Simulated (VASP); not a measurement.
A run of VASP 6.6.1 is set up as follows.

Contents of INCAR:

```
SYSTEM = In3GaN4
ALGO     = Normal         ! electronic algorithm
EDIFF    = 1E-6           ! SCF threshold, eV
ENCUT    = 520            ! plane-wave cutoff, eV
GGA      = PS             ! functional
ISIF     = 2              ! what is computed and relaxed
ISMEAR   = 0              ! smearing method
LASPH    = .True.         ! aspherical terms in the spheres
LCHARG   = .False.        ! write CHGCAR
LREAL    = Auto         
LWAVE    = .False.        ! write WAVECAR
NBANDS   = 86             ! bands
NELM     = 60             ! most SCF steps
PREC     = Accurate       ! precision mode
SIGMA    = 0.01           ! smearing width, eV
```

File KPOINTS:

```
k-points
0
Gamma
  6 6 6
  0 0 0
```

Contents of POSCAR:

```
In3GaN4
1.0
    7.0247305460      0.0000000000      0.0000000000
   -3.5123652730      6.0835951076      0.0000000000
    0.0000000000      0.0000000000      5.6947797270
In Ga N
6 2 8
Direct
    0.1696916582      0.8303083418      0.4981361295
    0.6606166835      0.8303083418      0.4981361295
    0.1696916582      0.3393833165      0.4981361295
    0.8303083418      0.6606166835      0.9981361295
    0.3393833165      0.1696916582      0.9981361295
    0.8303083418      0.1696916582      0.9981361295
    0.6666666667      0.3333333333      0.4999628849
    0.3333333333      0.6666666667      0.9999628849
    0.1768713430      0.8231286570      0.8859443751
    0.6462573139      0.8231286570      0.8859443751
    0.1768713430      0.3537426861      0.8859443751
    0.6666666667      0.3333333333      0.8477956009
    0.3333333333      0.6666666667      0.3477956009
    0.8231286570      0.6462573139      0.3859443751
    0.3537426861      0.1768713430      0.3859443751
    0.8231286570      0.1768713430      0.3859443751
```

Potentials or basis: VASP PAW PBE potentials, release 64 (In_d, Ga_d, N).

Command:

```console
$ cat potpaw_PBE.64/In_d/POTCAR potpaw_PBE.64/Ga_d/POTCAR potpaw_PBE.64/N/POTCAR > POTCAR
$ mpirun -np 1 vasp_std > vasp.out
```

Task: Predict the largest force.

Result: 0.028 eV/Å.

Task: What does it give for the pressure?

Result: -7.4 GPa.

Forces in eV/Å, atoms in the order of the input:
```
In  -0.008  0.005  0.003
In   0.008  0.005  0.003
In   0.000 -0.009  0.003
In   0.000  0.009  0.003
In  -0.008 -0.005  0.003
In   0.008 -0.005  0.003
Ga   0.000  0.000  0.007
Ga   0.000  0.000  0.007
N    0.011 -0.006  0.004
N   -0.011 -0.006  0.004
N    0.000  0.012  0.004
N    0.000  0.000 -0.028
N    0.000  0.000 -0.028
N    0.000 -0.012  0.004
N    0.011  0.006  0.004
N   -0.011  0.006  0.004
```

Caveat: the cell stands under tension; the PAW data sets were made with another functional, which shifts forces and pressure a little.
